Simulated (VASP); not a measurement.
# Ge (P6_3mc) in VASP: notebook, part 2 of 2

VASP 6.6.1. The steps go on from the part before.

**3. Single point, PBE**

This run uses another cell than the first one, of 38.27 Å³/atom.

INCAR reads:

```
SYSTEM = Ge
PREC = Accurate
ENCUT = 520
EDIFF = 1E-6
ISMEAR = -1
SIGMA = 0.05
LREAL = .False.
LASPH = .True.
NELM = 60
ALGO = Normal
ISIF = 2
LWAVE = .False.
LCHARG = .True.
GGA = PE
LELF = .True.
LVHAR = .True.
NBANDS = 36
```

KPOINTS reads:

```
Automatic mesh
0
Gamma
  8 8 3
  0 0 0
```

POSCAR reads:

```
Ge
1.0
    4.0232197949      0.0000000000      0.0000000000
   -2.0116098974      3.4842105474      0.0000000000
    0.0000000000      0.0000000000     10.9195758440
Ge
4
Direct
    0.6666666667      0.3333333333      0.4148480000
    0.3333333333      0.6666666667      0.9148480000
    0.0000000000      0.0000000000      0.4774520000
    0.0000000000      0.0000000000      0.9774520000
```

Potentials or basis: VASP PAW PBE potentials, release 64 (Ge_d).

The run is started by

```sh
cat potpaw_PBE.64/Ge_d/POTCAR > POTCAR
mpirun -np 1 vasp_std > vasp.out
```

OUTCAR:

```text
SYSTEM = Ge
   PREC = Accurate
   ENCUT = 520
   EDIFF = 1E-6
   ISMEAR = -1
   LREAL = .False.
   LASPH = .True.
   NELM = 60
   ISIF = 2
   GGA = PE

 ion  position               nearest neighbor table
   1  0.667  0.333  0.415-   3 2.42   3 2.42   3 2.42
   2  0.333  0.667  0.915-   4 2.42   4 2.42   4 2.42
   3  0.000  0.000  0.477-   1 2.42   1 2.42   1 2.42
   4  0.000  0.000  0.977-   2 2.42   2 2.42   2 2.42

  LATTYP: Found a hexagonal cell.
 ALAT       =     4.0232197949
 C/A-ratio  =     2.7141385260

  Lattice vectors:

 A1 = (   4.0232197949,   0.0000000000,   0.0000000000)
 A2 = (  -2.0116098974,   3.4842105474,   0.0000000000)
 A3 = (   0.0000000000,   0.0000000000,  10.9195758440)

Analysis of symmetry for initial positions (statically):
=====================================================================
 Subroutine PRICEL returns:
 Original cell was already a primitive cell.

 Routine SETGRP: Setting up the symmetry group for a
 hexagonal supercell.

 Subroutine GETGRP returns: Found 12 space group operations
 (whereof  6 operations were pure point group operations)
 out of a pool of 24 trial point group operations.

The static configuration has the point symmetry C_3v.
 The point group associated with its full space group is C_6v.

Analysis of symmetry for dynamics (positions and initial velocities):
=====================================================================
 Subroutine PRICEL returns:
 Original cell was already a primitive cell.

 Routine SETGRP: Setting up the symmetry group for a
 hexagonal supercell.

 Subroutine GETGRP returns: Found 12 space group operations
 (whereof  6 operations were pure point group operations)
 out of a pool of 24 trial point group operations.

The dynamic configuration has the point symmetry C_3v.
 The point group associated with its full space group is C_6v.

 Subroutine INISYM returns: Found 12 space group operations
 (whereof  6 operations are pure point group operations),
 and found     1 'primitive' translations

----------------------------------------------------------------------------------------

                                     Primitive cell

  volume of cell :     153.0678

  direct lattice vectors                    reciprocal lattice vectors
     4.023219795  0.000000000  0.000000000     0.248557139  0.143504531  0.000000000
    -2.011609897  3.484210547  0.000000000     0.000000000  0.287009062  0.000000000
     0.000000000  0.000000000 10.919575844     0.000000000  0.000000000  0.091578649

  length of vectors
     4.023219795  4.023219795 10.919575844     0.287009062  0.287009062  0.091578649

  position of ions in fractional coordinates (direct lattice)
     0.666666667  0.333333333  0.414848000
     0.333333333  0.666666667  0.914848000
     0.000000000  0.000000000  0.477452000
     0.000000000  0.000000000  0.977452000

  ion indices of the primitive-cell ions
   primitive index   ion index
                 1           1
                 2           2
                 3           3
                 4           4

----------------------------------------------------------------------------------------

 KPOINTS: Automatic mesh

Automatic generation of k-mesh.
 Grid dimensions read from file:
 generate k-points for:    8    8    3

 Generating k-lattice:

  Cartesian coordinates                     Fractional coordinates (reciprocal lattice)
     0.031069642  0.017938066  0.000000000     0.125000000  0.000000000  0.000000000
     0.000000000  0.035876133  0.000000000     0.000000000  0.125000000  0.000000000
     0.000000000  0.000000000  0.030526216     0.000000000  0.000000000  0.333333333

  Length of vectors
     0.035876133  0.035876133  0.030526216

  Shift w.r.t. Gamma in fractional coordinates (k-lattice)
     0.000000000  0.000000000  0.000000000

 Subroutine IBZKPT returns following result:
 ===========================================

 Found     20 irreducible k-points:

 Following reciprocal coordinates:
            Coordinates               Weight
  0.000000  0.000000  0.000000      1.000000
  0.125000  0.000000  0.000000      6.000000
  0.250000  0.000000  0.000000      6.000000
  0.375000  0.000000  0.000000      6.000000
  0.500000  0.000000  0.000000      3.000000
  0.125000  0.125000  0.000000      6.000000
[... 12 lines left out ...]
  0.250000  0.250000  0.333333     12.000000
  0.375000  0.250000  0.333333     12.000000
   k-points           NKPTS =     20   k-points in BZ     NKDIM =     20   number of bands    NBANDS=     36
   number of dos      NEDOS =    301   number of ions     NIONS =      4
   total plane-waves  NPLWV =  75600
   dimension x,y,z NGX =    30 NGY =   30 NGZ =   84
   dimension x,y,z NGXF=    60 NGYF=   60 NGZF=  168
   ions per type =               4
   NGX,Y,Z   is equivalent  to a cutoff of  12.40, 12.40, 12.79 a.u.
   NGXF,Y,Z  is equivalent  to a cutoff of  24.79, 24.79, 25.58 a.u.
 SYSTEM =  Ge
   PREC   = accura    normal or accurate (medium, high low for compatibility)
   ISTART =      0    job   : 0-new  1-cont  2-samecut
   ICHARG =      2    charge: 1-file 2-atom 10-const
   ISPIN  =      1    spin polarized calculation?
   LNONCOLLINEAR =      F non collinear calculations
   LSORBIT =      F    spin-orbit coupling
   LASPH  =      T    aspherical Exc in radial PAW
   ENCUT  =  520.0 eV  38.22 Ry    6.18 a.u.   7.48  7.48 20.30*2*pi/ulx,y,z
   NELM   =     60;   NELMIN=  2; NELMDL= -5     # of ELM steps
   EDIFF  = 0.1E-05   stopping-criterion for ELM
   LREAL  =      F    real-space projection
   EDIFFG = 0.1E-04   stopping-criterion for IOM
   NSW    =      0    number of steps for IOM
   IBRION =     -1    ionic relax: 0-MD 1-quasi-New 2-CG
   NFREE  =      0    steps in history (QN), initial steepest desc. (CG)
   ISIF   =      2    stress and relaxation
   ISYM   =      2    0-nonsym 1-usesym 2-fastsym
   POTIM  = 0.5000    time-step for ionic-motion
   TEBEG  =    0.0;   TEEND  =   0.0 temperature during run
   PSTRESS=    0.0 pullay stress
   NELECT =      56.0000    total number of electrons
   NUPDOWN=      -1.0000    fix difference up-down
   EMIN   =  10.00;   EMAX   =-10.00  energy-range for DOS
   EFERMI =   0.00;   METHOD = LEGACY
   ISMEAR =    -1;   SIGMA  =   0.05  broadening in eV -4-tet -1-fermi 0-gaus
   EFERMI_NEDOS =   21; number of points for ismear=-14 and -15
   IALGO  =     38    algorithm
   IMIX   =      4    mixing-type and parameters
     AMIX     =   0.40;   BMIX     =  1.00
     AMIX_MAG =   1.60;   BMIX_MAG =  1.00
  volume/ion in A,a.u.               =      38.27       258.24
  Fermi-wavevector in a.u.,A,eV,Ry     =   1.170872  2.212628 18.652798  1.370942
  Thomas-Fermi vector in A             =   2.307324
   LORBIT       =      0    0 simple, 1 ext, 2 COOP (PROOUT), +10 PAW based schemes
   GGA     = PE    functional components
   LHFCALC =     F    Hartree Fock is set to
   AEXX    =    0.0000 exact exchange contribution
   IVDW    =     0    specifies the selected vdW correction
   LEPSILON=     F    determine dielectric tensor
   LRPA    =     F    only Hartree local field effects (RPA)
 non-spin polarized calculation
  energy-cutoff  :      520.00
  volume of cell :      153.07
 maximum number of plane-waves:      4149
 NGX is ok and might be reduce to    30
   NGX = 15   NGY = 15   NGZ = 41

 number of electron      56.0000026 magnetization

 Free energy of the ion-electron system (eV)
  ---------------------------------------------------
  ext. energy  EPLUGINS =         0.00000000
  ---------------------------------------------------
  free energy    TOTEN  =       -16.17850847 eV

  energy without entropy =      -16.17833502  energy(sigma->0) =      -16.17842175

 E-fermi :   0.9408     XC(G=0):  -7.2394

 val. band max:        0.6166500149   @ k =   0.3750   0.2500   0.0000
 cond. band min:       1.3012611072   @ k =   0.3750   0.2500   0.3333
 fundamental gap:      0.6846110923
 Fermi energy:         0.9407716624

 k-point     1 :       0.0000    0.0000    0.0000
  band No.  band energies     occupation
      1     -23.5716      2.00000
      2     -23.5716      2.00000
      3     -23.5716      2.00000
      4     -23.5716      2.00000
      5     -23.5216      2.00000
      6     -23.5216      2.00000
[... 28 lines left out ...]
     35       4.8619      0.00000
     36       4.8619      0.00000
[... 710 lines left out ...]
      6     -23.5765      2.00000
[... 28 lines left out ...]
     35       7.3010      0.00000
     36       7.7200      0.00000

------------------------ aborting loop because EDIFF is reached ----------------------------------------

  FORCE on cell =-STRESS in cart. coord.  units (eV):
  Direction    XX          YY          ZZ          XY          YZ          ZX
  --------------------------------------------------------------------------------------
  -------------------------------------------------------------------------------------
  Total        0.5170868      0.5170868     -0.2180855      0.0000000      0.0000000      0.0000000
  in kB        5.4124029      5.4124029     -2.2827243      0.0000000      0.0000000      0.0000000
  external PRESSURE =       2.8473605 kB  Pullay stress =       0.0000000 kB

 VOLUME and BASIS-vectors are now :
 -----------------------------------------------------------------------------
  energy-cutoff  :      520.00
  volume of cell :      153.07
      direct lattice vectors                 reciprocal lattice vectors
     4.023219795  0.000000000  0.000000000     0.248557139  0.143504531  0.000000000
    -2.011609897  3.484210547  0.000000000     0.000000000  0.287009062  0.000000000
     0.000000000  0.000000000 10.919575844     0.000000000  0.000000000  0.091578649

 POSITION                                       TOTAL-FORCE (eV/Angst)
 -----------------------------------------------------------------------------------
      2.01161      1.16140      4.52996        -0.000000      0.000000     -0.025858
     -0.00000      2.32281      9.98975        -0.000000     -0.000000     -0.025858
      0.00000      0.00000      5.21357        -0.000000      0.000000      0.025858
      0.00000      0.00000     10.67336         0.000000     -0.000000      0.025858
 -----------------------------------------------------------------------------------
    total drift:                               -0.000000     -0.000000      0.001756

  FREE ENERGIE OF THE ION-ELECTRON SYSTEM (eV)
  ---------------------------------------------------
  free  energy   TOTEN  =       -16.1785084705 eV

  energy  without entropy=      -16.1783350206  energy(sigma->0) =      -16.17842175
```

stdout:

```text
POSCAR found type information on POSCAR Ge
 POSCAR found :  1 types and       4 ions
 scaLAPACK will be used
 LDA part: xc-table for (Slater+PW92), standard interpolation
 POSCAR, INCAR and KPOINTS ok, starting setup
 FFT: planning ... GRIDC
 FFT: planning ... GRID_SOFT
 FFT: planning ... GRID
 WAVECAR not read
 entering main loop
```

Wall time 57 s (1 thread of Intel Xeon 6975P-C (Granite Rapids), shared host); peak memory 0.29 GiB.

Results:

| Item | Value |
| --- | --- |
| Free energy | -16.1785 eV |
| Pressure | 0.3 GPa |
| Largest force | 0.026 eV/Å |
| Band gap on the k mesh | 0.68 eV (least direct gap 0.69 eV) |

Forces on the atoms (eV/Å):
```
Ge   0.000  0.000 -0.026
Ge   0.000  0.000 -0.026
Ge   0.000  0.000  0.026
Ge   0.000  0.000  0.026
```

Caveat: an odd mesh through Γ misses points on the zone boundary, where band edges can lie.

**4. Single point, PBE**

This run uses another cell than the first one, of 39.05 Å³/atom.

INCAR reads:

```
PREC = Accurate ; ENCUT = 520
EDIFF = 1E-7 ; ISMEAR = -1
SIGMA = 0.05 ; LREAL = False
LASPH = True ; NELM = 100
ALGO = Normal ; ISIF = 2
LWAVE = False ; LCHARG = False
GGA = PE ; NBANDS = 36
```

KPOINTS reads:

```
Automatic mesh
0
Gamma
  8 8 3
```

POSCAR reads:

```
Ge
1.0
    4.0504045371      0.0000000000      0.0000000000
   -2.0252022685      3.5077532247      0.0000000000
    0.0000000000      0.0000000000     10.9933590000
Ge
4
Direct
    0.6666666667      0.3333333333      0.4148480000
    0.3333333333      0.6666666667      0.9148480000
    0.0000000000      0.0000000000      0.4774520000
    0.0000000000      0.0000000000      0.9774520000
```

The run is started by

```sh
cat potpaw_PBE.64/Ge_d/POTCAR > POTCAR
mpirun -np 1 vasp_std > vasp.out
```

Run time: 62 s. Hardware: 1 thread of Intel Xeon 6975P-C (Granite Rapids), shared host; peak memory 0.3 GiB.

Results (log left out):

| Item | Value |
| --- | --- |
| Free energy | -16.1790 eV |
| Pressure | -0.3 GPa |
| Largest force | 0.025 eV/Å |
| Band gap on the k mesh | 0.68 eV (least direct gap 0.68 eV) |

Forces in eV/Å, atoms in the order of the input:
```
Ge   0.000  0.000  0.025
Ge   0.000  0.000  0.025
Ge   0.000  0.000 -0.025
Ge   0.000  0.000 -0.025
```

Levels at points of the mesh, in eV from the valence-band top:
```
           k point  band 25  band 26  band 27  band 28  band 29  band 30  band 31  band 32
(0.00, 0.00, 0.00)    -0.15    -0.15    -0.14    -0.14     0.70     0.89     1.99     4.09
(0.50, 0.00, 0.00)    -1.67    -1.64    -0.94    -0.76     0.91     1.14     1.92     1.99
```

Caveat: an odd mesh through Γ misses points on the zone boundary, where band edges can lie.

**5. Single point, PBE**

This run uses another cell than the first one, of 39.05 Å³/atom.

INCAR reads:

```
SYSTEM = Ge
PREC = Accurate
ENCUT = 520
EDIFF = 1E-7
ISMEAR = -1
SIGMA = 0.05
LREAL = .FALSE.
LASPH = .TRUE.
NELM = 80
ALGO = Normal
ISIF = 2
LWAVE = .FALSE.
LCHARG = .FALSE.
GGA = PE
NBANDS = 36
```

KPOINTS reads:

```
regular mesh
0
G
  8 8 3
  0 0 0
```

POSCAR is that of step 4.

The run is started by

```sh
cat potpaw_PBE.64/Ge_d/POTCAR > POTCAR
mpirun -np 1 vasp_std > vasp.out
```

Run time: 61 s. Hardware: 1 thread of Intel Xeon 6975P-C (Granite Rapids), shared host; peak memory 0.3 GiB.

Results (log left out):

```yaml
Free_energy: -16.1790 eV
Pressure: -0.3 GPa
Largest_force: 0.025 eV/Å
Band_gap_on_the_k_mesh: 0.68 eV (least direct gap 0.68 eV)
```

Forces in eV/Å, atoms in the order of the input:
```
Ge   0.000  0.000  0.025
Ge   0.000  0.000  0.025
Ge   0.000  0.000 -0.025
Ge   0.000  0.000 -0.025
```

Levels at points of the mesh, in eV from the valence-band top:
```
           k point  band 26  band 27  band 28  band 29  band 30  band 31
(0.00, 0.00, 0.00)    -0.15    -0.14    -0.14     0.70     0.89     1.99
(0.50, 0.00, 0.00)    -1.64    -0.94    -0.76     0.91     1.14     1.92
```

Caveat: an odd mesh through Γ misses points on the zone boundary, where band edges can lie.

**6. Single point, PBE**

This run uses another cell than the first one, of 39.83 Å³/atom.

INCAR reads:

```
PREC = Accurate
ENCUT = 520
EDIFF = 1E-6
ISMEAR = -1
SIGMA = 0.05
LREAL = F
LASPH = T
NELM = 60
ALGO = Normal
ISIF = 2
LWAVE = F
LCHARG = F
GGA = PE
NBANDS = 36
```

KPOINTS reads:

```
Automatic mesh
0
Gamma
  8 8 3
```

POSCAR reads:

```
Ge
1.0
    4.0772291900      0.0000000000      0.0000000000
   -2.0386145949      3.5309840555      0.0000000000
    0.0000000000      0.0000000000     11.0661648237
Ge
4
Direct
    0.6666666667      0.3333333333      0.4148480000
    0.3333333333      0.6666666667      0.9148480000
    0.0000000000      0.0000000000      0.4774520000
    0.0000000000      0.0000000000      0.9774520000
```

Potentials or basis: VASP PAW PBE potentials, release 64 (Ge_d).

The run is started by

```sh
cat potpaw_PBE.64/Ge_d/POTCAR > POTCAR
mpirun -np 1 vasp_std > vasp.out
```

Run time: 56 s. Hardware: 1 thread of Intel Xeon 6975P-C (Granite Rapids), shared host; peak memory 0.29 GiB.

It converged, with:

```yaml
Free_energy: -16.1686 eV
Pressure: -0.8 GPa
Largest_force: 0.071 eV/Å
Band_gap_on_the_k_mesh: 0.58 eV (least direct gap 0.67 eV)
```

Forces on the atoms (eV/Å):
```
Ge   0.000  0.000  0.071
Ge   0.000  0.000  0.071
Ge   0.000  0.000 -0.071
Ge   0.000  0.000 -0.071
```

Stress tensor (GPa, compression positive):
```
-1.08  0.00  0.00
 0.00 -1.08  0.00
 0.00  0.00 -0.35
```

Levels at points of the mesh, in eV from the valence-band top:
| k point | band 25 | band 26 | band 27 | band 28 | band 29 | band 30 | band 31 | band 32 |
| --- | --- | --- | --- | --- | --- | --- | --- | --- |
| (0.00, 0.00, 0.00) | -0.17 | -0.17 | -0.16 | -0.16 | 0.58 | 0.78 | 2.00 | 4.02 |
| (0.50, 0.00, 0.00) | -1.65 | -1.63 | -0.94 | -0.76 | 0.91 | 1.13 | 1.88 | 1.96 |

Caveat: an odd mesh through Γ misses points on the zone boundary, where band edges can lie.

**7. The runs side by side**

| cell | gap on the mesh (eV) | pressure (GPa) | largest force (eV/Å) |
| --- | --- | --- | --- |
| a = 3.996, b = 3.996, c = 10.845 Å, angles 90.0, 90.0, 120.0°, 4 atoms | 0.69 | 1.0 | 0.08 |
| a = 4.023, b = 4.023, c = 10.920 Å, angles 90.0, 90.0, 120.0°, 4 atoms | 0.68 | 0.3 | 0.03 |
| a = 4.050, b = 4.050, c = 10.993 Å, angles 90.0, 90.0, 120.0°, 4 atoms | 0.68 | -0.3 | 0.02 |
| a = 4.077, b = 4.077, c = 11.066 Å, angles 90.0, 90.0, 120.0°, 4 atoms | 0.58 | -0.8 | 0.07 |

Alike in all rows: task single point; level PBE; potentials or basis VASP PAW PBE potentials, release 64 (Ge_d); no spin polarisation; k mesh 8 × 8 × 3; cutoff (eV) 520; smearing fermi-dirac 0.05 eV.

Caveats: an odd mesh through Γ misses points on the zone boundary, where band edges can lie.

Total energies depend on the potentials used, so only differences within one code and one set of settings carry meaning.
